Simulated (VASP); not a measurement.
Write the native input for VASP 6.6.1 that does the following.

```yaml
Task: single point
Functional: PBE
Potentials_or_basis: VASP PAW PBE potentials, release 64 (Rh_pv)
Cutoff: 520 eV
k_mesh: 17 × 17 × 17
Occupations: fermi-dirac, width 0.0612256 eV
Spin: no spin polarisation
Dipole_correction: no
Further_INCAR_settings: ALGO = Normal; EDIFF = 1e-07; NBANDS = 14
```

The structure of Rh lies in POSCAR:

```
Rh
1.0
   -1.5455754708      1.5455754708      1.5455754708
    1.5455754708     -1.5455754708      1.5455754708
    1.5455754708      1.5455754708     -1.5455754708
Rh
1
Direct
    0.0000000000      0.0000000000      0.0000000000
```

These files were run (other wordings do the same):

INCAR

```
PREC = Accurate
ENCUT = 520
EDIFF = 1E-7
ISMEAR = -1
SIGMA = 0.06122561905347299
LREAL = F
LASPH = T
NELM = 80
ALGO = Normal
ISIF = 2
LWAVE = F
LCHARG = F
GGA = PE
NBANDS = 14
```

KPOINTS

```
Automatic mesh
0
Gamma
  17 17 17
```

Potentials or basis: VASP PAW PBE potentials, release 64 (Rh_pv).

Launch:

```console
$ cat potpaw_PBE.64/Rh_pv/POTCAR > POTCAR
$ mpirun -np 1 vasp_std > vasp.out
```

Results of the run:

The pressure is -4.5 GPa.

Run time: 17 s on 1 thread of Intel Xeon 6975P-C (shared host), peak memory 0.15 GiB.
